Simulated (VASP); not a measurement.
Crystal: MnO2.

```xyz
6
Lattice="4.3983 0.0000 0.0000 0.0000 4.3983 0.0000 0.0000 0.0000 2.8730" Properties=species:S:1:pos:R:3 pbc="T T T"
Mn    0.0000    0.0000    0.0000
Mn    2.1991    2.1991    1.4365
O     1.3421    1.3421    0.0000
O     0.8570    3.5413    1.4365
O     3.0562    3.0562    0.0000
O     3.5413    0.8570    1.4365
```

Base run:

| Property | Result |
| --- | --- |
| Program | VASP 6.6.1 |
| Functional | PBE |
| Potentials or basis | VASP PAW PBE potentials, release 64 (Mn_pv, O) |
| Cutoff | 520 eV |
| k mesh | 5 × 5 × 7 |
| Occupations | fermi-dirac, width 0.02 eV |
| Spin | no spin polarisation |

Its results: band gap on the k mesh zero (band 25 reaches 5.54 eV, above the bottom of band 26 at 4.80 eV); pressure -5.4 GPa; largest force 0.339 eV/Å.

After a change of settings the same cell gave: band gap on the k mesh zero (band 27 reaches 6.93 eV, above the bottom of band 28 at 6.18 eV); pressure -8.1 GPa; largest force 0.321 eV/Å. Which change was it?
A. occupations from fermi-dirac, width 0.02 eV to gaussian, width 0.3 eV
B. potentials or basis from VASP PAW PBE potentials, release 64 (Mn_pv, O) to VASP PAW PBE potentials, release 64 (Mn_sv, O); cutoff from 520 eV to 600 eV; further incar settings from ALGO = Normal; EDIFF = 1e-06; NBANDS = 34 to ALGO = Normal; EDIFF = 1e-06; NBANDS = 36; valence electrons from 50 to 54
C. occupations from fermi-dirac, width 0.02 eV to fermi-dirac, width 0.01 eV; further incar settings from ALGO = Normal; EDIFF = 1e-06; NBANDS = 34 to ALGO = Normal; EDIFF = 1e-07; NBANDS = 34

B.

Caveats: the run has no spin polarisation, though such a crystal can be magnetic; semilocal functionals often make such compounds metallic where correlation or magnetic order opens a gap, which also shifts bond lengths.
